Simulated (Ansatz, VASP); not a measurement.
Two plane-wave programs on V

INCAR

```
PREC = Accurate
ENCUT = 520
EDIFF = 1E-6
ISMEAR = 0
SIGMA = 0.05
LREAL = False
LASPH = True
NELM = 150
ALGO = Normal
ISIF = 2
LWAVE = False
LCHARG = True
ISPIN = 2
MAGMOM = 0.05
LORBIT = 11
LMAXMIX = 4
GGA = CA
LELF = True
LVHAR = True
NBANDS = 16
```

Contents of KPOINTS:

```
regular mesh
0
Gamma
  20 20 20
```

File POSCAR:

```
V
1.0
   -1.4628091898      1.4628091898      1.4628091898
    1.4628091898     -1.4628091898      1.4628091898
    1.4628091898      1.4628091898     -1.4628091898
V
1
Direct
    0.0000000000      0.0000000000      0.0000000000
```

Input for Ansatz:

```yaml
crystal:
  lattice:
    - [-1.4628091898, 1.4628091898, 1.4628091898]
    - [1.4628091898, -1.4628091898, 1.4628091898]
    - [1.4628091898, 1.4628091898, -1.4628091898]
  atoms:
    - { symbol: V, position: [0.0, 0.0, 0.0], spin: 0.05 }
basis:
  ecutwfc: 420
  ecutrho_ratio: 4
kpoints:
  mp_grid: { grid: [20, 20, 20] }
  band_path:
    path:
      - [[0.0, 0.0, 0.0], [0.5, -0.5, 0.5], [0.0, 0.0, 0.5], [0.0, 0.0, 0.0], [0.25, 0.25, 0.25], [0.5, -0.5, 0.5]]
      - [[0.25, 0.25, 0.25], [0.0, 0.0, 0.5]]
    npoints: 14
hamiltonian:
  xc: lda
scf:
  occupations: { method: gaussian, width: 0.05 }
  lower_state_search: "off"
output:
  forces: true
  stress: true
  eigenvalues: true
  populations: true
  dos: { projected: true, de: 0.02, nscf_kmesh: { grid: [30, 30, 30] } }
  bader: true
magnetization:
  spin_polarized: true
checkpoint:
  read: start.run
  write: ck
  compress: false
  write_wavefunctions: false
  write_every: 100000
```

Alike in both runs: task single point; functional LDA; k mesh 20 × 20 × 20; occupations gaussian, width 0.05 eV; collinear spin.

|  | VASP | Ansatz |
| --- | --- | --- |
| version | VASP 6.6.1 | Ansatz 0.2.0 |
| potentials or method | VASP PAW LDA potentials, release 64 (V_sv), cutoff 520 eV | scalar-relativistic, plane waves, PAW |
| valence electrons in the cell | 13 | 13 |

Ansatz gave:

```
pressure (GPa)           : 0.1
net moment per atom (μB) : 0.00
```

Estimate VASP's values.

pressure (GPa): 0.6; net moment per atom (μB): 0.00.

LDA's correlation is that of Perdew and Zunger in VASP and of Perdew and Wang (1992) in Ansatz. Ansatz's warnings: seeded moment not kept.
